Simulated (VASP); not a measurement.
Sn, 2 atoms in the cell. Symmetry: I4_1/amd, No. 141, tetragonal system. The conventional cell has a = 5.996 Å, b = 5.996 Å, c = 3.261 Å, α = 90.00°, β = 90.00°, γ = 90.00°. Sn (site symmetry -4m2) has 10 Sn at 3.11 to 3.87 Å within 4.1 Å. 

| Item | Value |
| --- | --- |
| Program | VASP 6.6.1 |
| Task | single point |
| Functional | PBE |
| Potentials or basis | VASP PAW PBE potentials, release 64 (Sn_d) |
| Cutoff | 520 eV |
| k mesh | 9 × 9 × 9 |
| Occupations | fermi-dirac, width 0.05 eV |
| Spin | no spin polarisation |
| Dipole correction | no |
| Further INCAR settings | ALGO = Fast; EDIFF = 1e-07; NBANDS = 21 |

Potentials or basis: VASP PAW PBE potentials, release 64 (Sn_d).

Command:

```console
$ cat potpaw_PBE.64/Sn_d/POTCAR > POTCAR
$ mpirun -np 1 vasp_std > vasp.out
```

Hardware: 1 thread of AMD EPYC 7R13 Processor (Zen 3), with other jobs on the host.

Question: How long does it take, and how much memory?

Answer: Wall time 100 s on 1 thread of AMD EPYC 7R13 Processor (Zen 3), on a shared host, peak memory 0.22 GiB. Counts: scf iterations 13, k points 75.
